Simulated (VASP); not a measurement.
# BaTe (Fm-3m) in VASP: further runs, part 2 of 2

VASP 6.6.1. The steps go on from the part before.

### Step 4. Single point, PBE

This run uses another cell than the first one, of 38.86 Å³/atom.

The input, INCAR:

```
PREC = Accurate
ENCUT = 500
EDIFF = 1E-6
ISMEAR = 0
SIGMA = 0.01
LREAL = False
LASPH = True
NELM = 120
ALGO = Normal
ISIF = 2
LWAVE = False
LCHARG = False
GGA = PE
NBANDS = 15
GGA_COMPAT = False
```

The input, KPOINTS:

```
Automatic mesh
0
Gamma
  4 4 4
```

The input, POSCAR:

```
BaTe
1.0
    0.0000000000      3.3871134044      3.3871134044
    3.3871134044      0.0000000000      3.3871134044
    3.3871134044      3.3871134044      0.0000000000
Ba Te
1 1
Direct
    0.0000000000      0.0000000000      0.0000000000
    0.5000000000      0.5000000000      0.5000000000
```

Potentials or basis: VASP PAW PBE potentials, release 64 (Ba_sv, Te).

On the command line:

```sh
cat potpaw_PBE.64/Ba_sv/POTCAR potpaw_PBE.64/Te/POTCAR > POTCAR
mpirun -np 1 vasp_std > vasp.out
```

OUTCAR:

```text
PREC = Accurate
   ENCUT = 500
   EDIFF = 1E-6
   ISMEAR = 0
   LREAL = False
   LASPH = True
   NELM = 120
   ISIF = 2
   GGA = PE

 ion  position               nearest neighbor table
   1  0.000  0.000  0.000-   2 3.39   2 3.39   2 3.39   2 3.39   2 3.39   2 3.39
   2  0.500  0.500  0.500-   1 3.39   1 3.39   1 3.39   1 3.39   1 3.39   1 3.39

  LATTYP: Found a face centered cubic cell.
 ALAT       =     6.7742268088

  Lattice vectors:

 A1 = (   0.0000000000,   3.3871134044,   3.3871134044)
 A2 = (   3.3871134044,   0.0000000000,   3.3871134044)
 A3 = (   3.3871134044,   3.3871134044,   0.0000000000)

Analysis of symmetry for initial positions (statically):
=====================================================================
 Subroutine PRICEL returns:
 Original cell was already a primitive cell.

 Routine SETGRP: Setting up the symmetry group for a
 face centered cubic supercell.

 Subroutine GETGRP returns: Found 48 space group operations
 (whereof 48 operations were pure point group operations)
 out of a pool of 48 trial point group operations.

The static configuration has the point symmetry O_h .

Analysis of symmetry for dynamics (positions and initial velocities):
=====================================================================
 Subroutine PRICEL returns:
 Original cell was already a primitive cell.

 Routine SETGRP: Setting up the symmetry group for a
 face centered cubic supercell.

 Subroutine GETGRP returns: Found 48 space group operations
 (whereof 48 operations were pure point group operations)
 out of a pool of 48 trial point group operations.

The dynamic configuration has the point symmetry O_h .

 Subroutine INISYM returns: Found 48 space group operations
 (whereof 48 operations are pure point group operations),
 and found     1 'primitive' translations

----------------------------------------------------------------------------------------

                                     Primitive cell

  volume of cell :      77.7176

  direct lattice vectors                    reciprocal lattice vectors
     0.000000000  3.387113404  3.387113404    -0.147618323  0.147618323  0.147618323
     3.387113404  0.000000000  3.387113404     0.147618323 -0.147618323  0.147618323
     3.387113404  3.387113404  0.000000000     0.147618323  0.147618323 -0.147618323

  length of vectors
     4.790101714  4.790101714  4.790101714     0.255682435  0.255682435  0.255682435

  position of ions in fractional coordinates (direct lattice)
     0.000000000  0.000000000  0.000000000
     0.500000000  0.500000000  0.500000000

  ion indices of the primitive-cell ions
   primitive index   ion index
                 1           1
                 2           2

----------------------------------------------------------------------------------------

 KPOINTS: Automatic mesh

Automatic generation of k-mesh.
 Grid dimensions read from file:
 generate k-points for:    4    4    4

 Generating k-lattice:

  Cartesian coordinates                     Fractional coordinates (reciprocal lattice)
    -0.036904581  0.036904581  0.036904581     0.250000000  0.000000000  0.000000000
     0.036904581 -0.036904581  0.036904581     0.000000000  0.250000000  0.000000000
     0.036904581  0.036904581 -0.036904581     0.000000000  0.000000000  0.250000000

  Length of vectors
     0.063920609  0.063920609  0.063920609

  Shift w.r.t. Gamma in fractional coordinates (k-lattice)
     0.000000000  0.000000000  0.000000000

[... 20 lines left out ...]
   ions per type =               1   1
   NGX,Y,Z   is equivalent  to a cutoff of  12.49, 12.49, 12.49 a.u.
   NGXF,Y,Z  is equivalent  to a cutoff of  24.99, 24.99, 24.99 a.u.
 SYSTEM =  unknown system
   PREC   = accura    normal or accurate (medium, high low for compatibility)
   ISTART =      0    job   : 0-new  1-cont  2-samecut
   ICHARG =      2    charge: 1-file 2-atom 10-const
   ISPIN  =      1    spin polarized calculation?
   LNONCOLLINEAR =      F non collinear calculations
   LSORBIT =      F    spin-orbit coupling
   LASPH  =      T    aspherical Exc in radial PAW
   ENCUT  =  500.0 eV  36.75 Ry    6.06 a.u.   8.73  8.73  8.73*2*pi/ulx,y,z
   NELM   =    120;   NELMIN=  2; NELMDL= -5     # of ELM steps
   EDIFF  = 0.1E-05   stopping-criterion for ELM
   LREAL  =      F    real-space projection
   EDIFFG = 0.1E-04   stopping-criterion for IOM
   NSW    =      0    number of steps for IOM
   IBRION =     -1    ionic relax: 0-MD 1-quasi-New 2-CG
   NFREE  =      0    steps in history (QN), initial steepest desc. (CG)
   ISIF   =      2    stress and relaxation
   ISYM   =      2    0-nonsym 1-usesym 2-fastsym
   POTIM  = 0.5000    time-step for ionic-motion
   TEBEG  =    0.0;   TEEND  =   0.0 temperature during run
   PSTRESS=    0.0 pullay stress
   NELECT =      16.0000    total number of electrons
   NUPDOWN=      -1.0000    fix difference up-down
   EMIN   =  10.00;   EMAX   =-10.00  energy-range for DOS
   EFERMI =   0.00;   METHOD = LEGACY
   ISMEAR =     0;   SIGMA  =   0.01  broadening in eV -4-tet -1-fermi 0-gaus
   EFERMI_NEDOS =   21; number of points for ismear=-14 and -15
   IALGO  =     38    algorithm
   IMIX   =      4    mixing-type and parameters
     AMIX     =   0.40;   BMIX     =  1.00
     AMIX_MAG =   1.60;   BMIX_MAG =  1.00
  volume/ion in A,a.u.               =      38.86       262.23
  Fermi-wavevector in a.u.,A,eV,Ry     =   0.966663  1.826728 12.713792  0.934437
  Thomas-Fermi vector in A             =   2.096483
   LORBIT       =      0    0 simple, 1 ext, 2 COOP (PROOUT), +10 PAW based schemes
   GGA     = PE    functional components
   LHFCALC =     F    Hartree Fock is set to
   AEXX    =    0.0000 exact exchange contribution
   IVDW    =     0    specifies the selected vdW correction
   LEPSILON=     F    determine dielectric tensor
   LRPA    =     F    only Hartree local field effects (RPA)
 non-spin polarized calculation
 Gauss-broadening in eV      SIGMA  =   0.01
  energy-cutoff  :      500.00
  volume of cell :       77.72
 maximum number of plane-waves:      1996
 NGX is ok and might be reduce to    36
   NGX = 17   NGY = 17   NGZ = 17

 number of electron      16.0000000 magnetization

 Free energy of the ion-electron system (eV)
  ---------------------------------------------------
  ext. energy  EPLUGINS =         0.00000000
  ---------------------------------------------------
  free energy    TOTEN  =        -8.45185772 eV

  energy without entropy =       -8.45185772  energy(sigma->0) =       -8.45185772

 E-fermi :   3.0079     XC(G=0):  -8.6445

 val. band max:        2.9494455802   @ k =   0.0000   0.0000   0.0000
 cond. band min:       4.2136207621   @ k =   0.5000   0.5000   0.0000
 fundamental gap:      1.2641751819
 Fermi energy:         3.0079136388

 k-point     1 :       0.0000    0.0000    0.0000
  band No.  band energies     occupation
      1     -23.8522      2.00000
      2      -9.0296      2.00000
      3      -9.0296      2.00000
      4      -9.0296      2.00000
      5      -6.8259      2.00000
      6       2.9494      2.00000
      7       2.9494      2.00000
      8       2.9494      2.00000
      9       5.7801      0.00000
     10       5.7801      0.00000
     11       5.7801      0.00000
     12       6.2587      0.00000
     13       6.5077      0.00000
     14       6.5077      0.00000
[... 113 lines left out ...]
      2      -9.2782      2.00000
      3      -9.2492      2.00000
      4      -9.2492      2.00000
      5      -6.2675      2.00000
      6       1.4711      2.00000
      7       1.9474      2.00000
      8       1.9474      2.00000
      9       6.4669      0.00000
     10       6.4669      0.00000
     11       8.0537      0.00000
     12       8.4692      0.00000
     13       9.0231      0.00000
     14      11.7731      0.00000
     15      11.8916      0.00000

------------------------ aborting loop because EDIFF is reached ----------------------------------------

  FORCE on cell =-STRESS in cart. coord.  units (eV):
  Direction    XX          YY          ZZ          XY          YZ          ZX
  --------------------------------------------------------------------------------------
  -------------------------------------------------------------------------------------
  Total        2.5822907      2.5822907      2.5822907     -0.0000000      0.0000000     -0.0000000
  in kB       53.2349072     53.2349072     53.2349072     -0.0000000      0.0000000     -0.0000000
  external PRESSURE =      53.2349072 kB  Pullay stress =       0.0000000 kB

 VOLUME and BASIS-vectors are now :
 -----------------------------------------------------------------------------
  energy-cutoff  :      500.00
  volume of cell :       77.72
      direct lattice vectors                 reciprocal lattice vectors
     0.000000000  3.387113404  3.387113404    -0.147618323  0.147618323  0.147618323
     3.387113404  0.000000000  3.387113404     0.147618323 -0.147618323  0.147618323
     3.387113404  3.387113404  0.000000000     0.147618323  0.147618323 -0.147618323

 POSITION                                       TOTAL-FORCE (eV/Angst)
 -----------------------------------------------------------------------------------
      0.00000      0.00000      0.00000         0.000000     -0.000000     -0.000000
      3.38711      3.38711      3.38711        -0.000000      0.000000      0.000000
 -----------------------------------------------------------------------------------
    total drift:                                0.000000      0.000000      0.000000

  FREE ENERGIE OF THE ION-ELECTRON SYSTEM (eV)
  ---------------------------------------------------
  free  energy   TOTEN  =        -8.4518577220 eV

  energy  without entropy=       -8.4518577220  energy(sigma->0) =       -8.45185772
```

OSZICAR:

```text
N       E                     dE             d eps       ncg     rms          rms(c)
DAV:   1     0.824623026651E+02    0.82462E+02   -0.63279E+03   240   0.889E+02
DAV:   2    -0.400185210955E+01   -0.86464E+02   -0.81010E+02   317   0.158E+02
DAV:   3    -0.843833928557E+01   -0.44365E+01   -0.44173E+01   312   0.381E+01
DAV:   4    -0.854053048552E+01   -0.10219E+00   -0.10218E+00   328   0.552E+00
DAV:   5    -0.854153224843E+01   -0.10018E-02   -0.10010E-02   319   0.495E-01    0.432E+00
DAV:   6    -0.844695092567E+01    0.94581E-01   -0.10254E-01   275   0.167E+00    0.284E+00
DAV:   7    -0.844745915205E+01   -0.50823E-03   -0.10106E-01   310   0.185E+00    0.785E-01
DAV:   8    -0.845125204111E+01   -0.37929E-02   -0.11678E-02   275   0.704E-01    0.213E-01
DAV:   9    -0.845167045594E+01   -0.41841E-03   -0.53113E-04   310   0.166E-01    0.573E-02
DAV:  10    -0.845183173985E+01   -0.16128E-03   -0.13850E-04   289   0.798E-02    0.176E-02
DAV:  11    -0.845185910138E+01   -0.27362E-04   -0.54021E-05   289   0.431E-02    0.195E-02
DAV:  12    -0.845185751277E+01    0.15886E-05   -0.64552E-06   289   0.164E-02    0.525E-03
DAV:  13    -0.845185772202E+01   -0.20924E-06   -0.33063E-07   183   0.338E-03
   1 F= -.84518577E+01 E0= -.84518577E+01  d E =-.376653E-18
```

Wall time 13 s (1 thread of Intel Xeon Platinum 8488C (Sapphire Rapids), shared host); peak memory 0.2 GiB.

Results:

| Item | Value |
| --- | --- |
| Free energy | -8.4519 eV |
| Pressure | 5.3 GPa |
| Band gap on the k mesh | 1.26 eV (least direct gap 1.64 eV) |

Levels at points of the mesh, in eV from the valence-band top:
| k point | band 4 | band 5 | band 6 | band 7 | band 8 | band 9 | band 10 | band 11 | band 12 | band 13 |
| --- | --- | --- | --- | --- | --- | --- | --- | --- | --- | --- |
| (0.00, 0.00, 0.00) | -11.98 | -9.78 | 0.00 | 0.00 | 0.00 | 2.83 | 2.83 | 2.83 | 3.31 | 3.56 |
| (0.50, 0.00, 0.00) | -11.99 | -8.72 | -2.53 | -1.35 | -1.35 | 4.31 | 4.98 | 5.07 | 5.07 | 7.18 |
| (0.50, 0.50, 0.00) | -12.10 | -9.54 | -1.15 | -0.38 | -0.38 | 1.26 | 4.57 | 5.09 | 6.05 | 6.06 |

Caveat: the cell stands under pressure; spin-orbit coupling is left out, which moves the levels of the heavy elements.

### Step 5. Single point, PBE

This run uses another cell than the first one, of 40.44 Å³/atom.

The input, INCAR:

```
SYSTEM = BaTe
PREC = Accurate
ENCUT = 500
EDIFF = 1E-6
ISMEAR = 0
SIGMA = 0.01
LREAL = .FALSE.
LASPH = .TRUE.
NELM = 120
ALGO = Normal
ISIF = 2
LWAVE = .FALSE.
LCHARG = .TRUE.
GGA = PE
LELF = .TRUE.
LVHAR = .TRUE.
NBANDS = 15
GGA_COMPAT = .FALSE.
```

The input, KPOINTS:

```
Automatic mesh
0
G
  4 4 4
  0 0 0
```

The input, POSCAR:

```
BaTe
1.0
    0.0000000000      3.4325834396      3.4325834396
    3.4325834396      0.0000000000      3.4325834396
    3.4325834396      3.4325834396      0.0000000000
Ba Te
1 1
Direct
    0.0000000000      0.0000000000      0.0000000000
    0.5000000000      0.5000000000      0.5000000000
```

On the command line:

```sh
cat potpaw_PBE.64/Ba_sv/POTCAR potpaw_PBE.64/Te/POTCAR > POTCAR
mpirun -np 1 vasp_std > vasp.out
```

Wall time 15 s (1 thread of Intel Xeon Platinum 8488C (Sapphire Rapids), shared host); peak memory 0.2 GiB.

Results (log left out):

| Quantity | Value |
| --- | --- |
| Free energy | -8.5383 eV |
| Pressure | 3.5 GPa |
| Band gap on the k mesh | 1.37 eV (least direct gap 1.75 eV) |

Levels at points of the mesh, in eV from the valence-band top:
| k point | band 5 | band 6 | band 7 | band 8 | band 9 | band 10 | band 11 | band 12 |
| --- | --- | --- | --- | --- | --- | --- | --- | --- |
| (0.00, 0.00, 0.00) | -9.68 | 0.00 | 0.00 | 0.00 | 2.87 | 2.87 | 2.87 | 3.14 |
| (0.50, 0.00, 0.00) | -8.76 | -2.41 | -1.26 | -1.26 | 4.26 | 4.89 | 5.00 | 5.00 |
| (0.50, 0.50, 0.00) | -9.45 | -1.15 | -0.38 | -0.38 | 1.37 | 4.51 | 4.90 | 5.86 |

Caveat: the cell stands under pressure; spin-orbit coupling is left out, which moves the levels of the heavy elements.

### Step 6. Summary

| cell | gap on the mesh (eV) | pressure (GPa) |
| --- | --- | --- |
| a = 4.724 Å, angles 60.0°, 2 atoms | 1.14 | 7.6 |
| a = 4.757 Å, angles 60.0°, 2 atoms | 1.20 | 6.4 |
| a = 4.790 Å, angles 60.0°, 2 atoms | 1.26 | 5.3 |
| a = 4.854 Å, angles 60.0°, 2 atoms | 1.37 | 3.5 |

Alike in all rows: task single point; level PBE; potentials or basis VASP PAW PBE potentials, release 64 (Ba_sv, Te); no spin polarisation; k mesh 4 × 4 × 4; cutoff (eV) 500; smearing gaussian 0.01 eV.

Caveats: the cell stands under pressure; spin-orbit coupling is left out, which moves the levels of the heavy elements.

Total energies depend on the potentials used, so only differences within one code and one set of settings carry meaning.
